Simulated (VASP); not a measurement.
# InGaO (P-6m2) in VASP: further runs

InGaO is run at these levels: PBE; tasks: single point, relaxation of cell and atoms.

All numbers are computed with VASP 6.6.1; they aren't measurements. Logs are shortened: lines on timing, memory, paths and dates and some standing lists are left out, and cuts for length are marked.

### 1 The cell of the first run

It takes space group P-6m2 (No. 187, hexagonal). The conventional cell has a = 3.427 Å, b = 3.427 Å, c = 5.734 Å, α = 90.00°, β = 90.00°, γ = 120.00°. In (site symmetry -6m2) has 6 In at 3.43 Å and 6 Ga at 3.48 Å and 6 O at 3.48 Å within 4.5 Å. Within 2.6 Å of Ga (site symmetry -6m2) lie 3 O at 1.98 Å. O (site symmetry -6m2) has 3 Ga at 1.98 Å within 2.6 Å.

The cell was built from a structure type or drawn by symmetry, and may not be a known phase.

### 2 Single point, PBE

The input, INCAR:

```
SYSTEM = InGaO
ALGO = Normal
EDIFF = 1E-6
ENCUT = 520
GGA = PE
ISIF = 2
ISMEAR = 0
LASPH = .True.
LCHARG = .False.
LREAL = .False.
LWAVE = .False.
NBANDS = 23
NELM = 80
PREC = Accurate
SIGMA = 0.1
```

The input, KPOINTS:

```
k-points
0
Gamma
  6 6 4
  0 0 0
```

The input, POSCAR:

```
InGaO
1.0
    3.4268251208     -0.0000000025      0.0000000000
   -1.7134125582      2.9677176102      0.0000000000
    0.0000000000      0.0000000000      5.7339940377
In Ga O
1 1 1
Direct
    0.0000000000      0.0000000000      0.0000000000
    0.6666666667      0.3333333333      0.5000000000
    0.3333333333      0.6666666667      0.5000000000
```

Potentials or basis: VASP PAW PBE potentials, release 64 (In_d, Ga_d, O).

Started as:

```sh
$ cat potpaw_PBE.64/In_d/POTCAR potpaw_PBE.64/Ga_d/POTCAR potpaw_PBE.64/O/POTCAR > POTCAR
$ mpirun -np 1 vasp_std > vasp.out
```

OUTCAR:

```text
SYSTEM = InGaO
   EDIFF = 1E-6
   ENCUT = 520
   GGA = PE
   ISIF = 2
   ISMEAR = 0
   LASPH = .True.
   LREAL = .False.
   NELM = 80
   PREC = Accurate

 ion  position               nearest neighbor table
   1  0.000  0.000  0.000-
   2  0.667  0.333  0.500-   3 1.98   3 1.98   3 1.98
   3  0.333  0.667  0.500-   2 1.98   2 1.98   2 1.98

  LATTYP: Found a hexagonal cell.
 ALAT       =     3.4268251208
 C/A-ratio  =     1.6732671892

  Lattice vectors:

 A1 = (   3.4268251208,  -0.0000000025,   0.0000000000)
 A2 = (  -1.7134125582,   2.9677176102,   0.0000000000)
 A3 = (   0.0000000000,   0.0000000000,   5.7339940377)

Analysis of symmetry for initial positions (statically):
=====================================================================
 Subroutine PRICEL returns:
 Original cell was already a primitive cell.

 Routine SETGRP: Setting up the symmetry group for a
 hexagonal supercell.

 Subroutine GETGRP returns: Found 12 space group operations
 (whereof 12 operations were pure point group operations)
 out of a pool of 24 trial point group operations.

The static configuration has the point symmetry D_3h.

Analysis of symmetry for dynamics (positions and initial velocities):
=====================================================================
 Subroutine PRICEL returns:
 Original cell was already a primitive cell.

 Routine SETGRP: Setting up the symmetry group for a
 hexagonal supercell.

 Subroutine GETGRP returns: Found 12 space group operations
 (whereof 12 operations were pure point group operations)
 out of a pool of 24 trial point group operations.

The dynamic configuration has the point symmetry D_3h.

 Subroutine INISYM returns: Found 12 space group operations
 (whereof 12 operations are pure point group operations),
 and found     1 'primitive' translations

----------------------------------------------------------------------------------------

                                     Primitive cell

  volume of cell :      58.3139

  direct lattice vectors                    reciprocal lattice vectors
     3.426825121 -0.000000003  0.000000000     0.291815300  0.168479642  0.000000000
    -1.713412558  2.967717610  0.000000000     0.000000000  0.336959284  0.000000000
     0.000000000  0.000000000  5.733994038     0.000000000  0.000000000  0.174398507

  length of vectors
[... 77 lines left out ...]
   LASPH  =      T    aspherical Exc in radial PAW
   ENCUT  =  520.0 eV  38.22 Ry    6.18 a.u.   6.37  6.37 10.66*2*pi/ulx,y,z
   NELM   =     80;   NELMIN=  2; NELMDL= -5     # of ELM steps
   EDIFF  = 0.1E-05   stopping-criterion for ELM
   LREAL  =      F    real-space projection
   EDIFFG = 0.1E-04   stopping-criterion for IOM
   NSW    =      0    number of steps for IOM
   IBRION =     -1    ionic relax: 0-MD 1-quasi-New 2-CG
   NFREE  =      0    steps in history (QN), initial steepest desc. (CG)
   ISIF   =      2    stress and relaxation
   ISYM   =      2    0-nonsym 1-usesym 2-fastsym
   POTIM  = 0.5000    time-step for ionic-motion
   TEBEG  =    0.0;   TEEND  =   0.0 temperature during run
   PSTRESS=    0.0 pullay stress
   NELECT =      32.0000    total number of electrons
   NUPDOWN=      -1.0000    fix difference up-down
   EMIN   =  10.00;   EMAX   =-10.00  energy-range for DOS
   EFERMI =   0.00;   METHOD = LEGACY
   ISMEAR =     0;   SIGMA  =   0.10  broadening in eV -4-tet -1-fermi 0-gaus
   EFERMI_NEDOS =   21; number of points for ismear=-14 and -15
   IALGO  =     38    algorithm
   IMIX   =      4    mixing-type and parameters
     AMIX     =   0.40;   BMIX     =  1.00
     AMIX_MAG =   1.60;   BMIX_MAG =  1.00
  volume/ion in A,a.u.               =      19.44       131.17
  Fermi-wavevector in a.u.,A,eV,Ry     =   1.340297  2.532793 24.441436  1.796395
  Thomas-Fermi vector in A             =   2.468621
   LORBIT       =      0    0 simple, 1 ext, 2 COOP (PROOUT), +10 PAW based schemes
   GGA     = PE    functional components
   LHFCALC =     F    Hartree Fock is set to
   AEXX    =    0.0000 exact exchange contribution
   IVDW    =     0    specifies the selected vdW correction
   LEPSILON=     F    determine dielectric tensor
   LRPA    =     F    only Hartree local field effects (RPA)
 non-spin polarized calculation
 Gauss-broadening in eV      SIGMA  =   0.10
  energy-cutoff  :      520.00
  volume of cell :       58.31
 maximum number of plane-waves:      1589
 NGX is ok and might be reduce to    28
   NGX = 13   NGY = 13   NGZ = 21

 number of electron      32.0000012 magnetization

 Free energy of the ion-electron system (eV)
  ---------------------------------------------------
  ext. energy  EPLUGINS =         0.00000000
  ---------------------------------------------------
  free energy    TOTEN  =       -12.13238743 eV

  energy without entropy =      -12.12658515  energy(sigma->0) =      -12.12948629

 E-fermi :   5.8305     XC(G=0): -10.0941

 val. band max:        5.8103686783   @ k =   0.0000   0.0000   0.0000
 cond. band min:       5.8647079533   @ k =   0.1667  -0.0000   0.0000
 fundamental gap:      0.0543392750
 Fermi energy:         5.8305096954

 k-point     1 :       0.0000    0.0000    0.0000
  band No.  band energies     occupation
      1     -14.7019      2.00000
      2     -10.1097      2.00000
      3     -10.1097      2.00000
      4      -9.9379      2.00000
      5      -9.9379      2.00000
      6      -9.7922      2.00000
[... 535 lines left out ...]
     22      14.2626      0.00000
     23      15.1389      0.00000

------------------------ aborting loop because EDIFF is reached ----------------------------------------

  FORCE on cell =-STRESS in cart. coord.  units (eV):
  Direction    XX          YY          ZZ          XY          YZ          ZX
  --------------------------------------------------------------------------------------
  -------------------------------------------------------------------------------------
  Total        0.1297256      0.1297256      0.0460478      0.0000000      0.0000000      0.0000000
  in kB        3.5642214      3.5642214      1.2651669      0.0000000      0.0000000      0.0000000
  external PRESSURE =       2.7978699 kB  Pullay stress =       0.0000000 kB

 VOLUME and BASIS-vectors are now :
 -----------------------------------------------------------------------------
  energy-cutoff  :      520.00
  volume of cell :       58.31
      direct lattice vectors                 reciprocal lattice vectors
     3.426825121 -0.000000003  0.000000000     0.291815300  0.168479642  0.000000000
    -1.713412558  2.967717610  0.000000000     0.000000000  0.336959284  0.000000000
     0.000000000  0.000000000  5.733994038     0.000000000  0.000000000  0.174398507

 POSITION                                       TOTAL-FORCE (eV/Angst)
 -----------------------------------------------------------------------------------
      0.00000      0.00000      0.00000        -0.000000      0.000000      0.000000
      1.71341      0.98924      2.86700        -0.000000     -0.000000      0.000000
      0.00000      1.97848      2.86700         0.000000     -0.000000      0.000000
 -----------------------------------------------------------------------------------
    total drift:                               -0.000003      0.000002      0.000000

  FREE ENERGIE OF THE ION-ELECTRON SYSTEM (eV)
  ---------------------------------------------------
  free  energy   TOTEN  =       -12.1323874294 eV

  energy  without entropy=      -12.1265851499  energy(sigma->0) =      -12.12948629
```

OSZICAR:

```text
N       E                     dE             d eps       ncg     rms          rms(c)
DAV:   1     0.272141819153E+03    0.27214E+03   -0.15493E+04   981   0.214E+03
DAV:   2     0.213311062284E+02   -0.25081E+03   -0.23462E+03  1030   0.469E+02
DAV:   3    -0.126308914367E+02   -0.33962E+02   -0.33155E+02  1169   0.153E+02
DAV:   4    -0.139685933248E+02   -0.13377E+01   -0.13351E+01  1167   0.323E+01
DAV:   5    -0.140137022192E+02   -0.45109E-01   -0.45103E-01  1309   0.527E+00    0.820E+00
DAV:   6    -0.123744012410E+02    0.16393E+01   -0.65161E+00  1520   0.287E+01    0.426E+00
DAV:   7    -0.121569645873E+02    0.21744E+00   -0.74155E-01  1195   0.794E+00    0.159E+00
DAV:   8    -0.121349787655E+02    0.21986E-01   -0.18569E-01  1155   0.286E+00    0.364E-01
DAV:   9    -0.121321742994E+02    0.28045E-02   -0.87087E-03  1537   0.967E-01    0.146E-01
DAV:  10    -0.121323308982E+02   -0.15660E-03   -0.17609E-03  1138   0.355E-01    0.652E-02
DAV:  11    -0.121323899564E+02   -0.59058E-04   -0.19396E-04  1320   0.111E-01    0.357E-02
DAV:  12    -0.121323881163E+02    0.18401E-05   -0.10814E-05  1303   0.299E-02    0.255E-02
DAV:  13    -0.121323874294E+02    0.68687E-06   -0.50995E-06  1154   0.214E-02
   1 F= -.12132387E+02 E0= -.12129486E+02  d E =-.580228E-02
```

Wall time 49 s (1 thread of Intel Xeon 8259CL, shared host); peak memory 0.2 GiB.

Results:

| Property | Result |
| --- | --- |
| Free energy | -12.1324 eV |
| Pressure | 0.3 GPa |
| Band gap on the k mesh | zero (bands 16 and 17 overlap by 0.35 eV) |

Levels at points of the mesh, in eV from the Fermi level:
| k point | band 13 | band 14 | band 15 | band 16 | band 17 | band 18 | band 19 | band 20 |
| --- | --- | --- | --- | --- | --- | --- | --- | --- |
| (0.00, 0.00, 0.00) | -6.09 | -4.94 | -4.94 | -2.39 | -0.02 | 6.31 | 6.31 | 8.52 |
| (0.50, 0.00, 0.00) | -5.97 | -4.46 | -3.31 | -2.18 | 0.28 | 1.22 | 3.84 | 4.62 |
| (0.00, 0.00, 0.50) | -4.94 | -4.94 | -4.46 | -4.10 | 2.40 | 4.23 | 6.72 | 6.72 |
| (0.50, 0.00, 0.50) | -5.96 | -4.83 | -3.66 | -1.52 | -0.07 | 1.53 | 4.12 | 5.13 |

Caveat: spin-orbit coupling is left out, which moves the levels of the heavy elements.

(Part 1 of 2 ends here.)
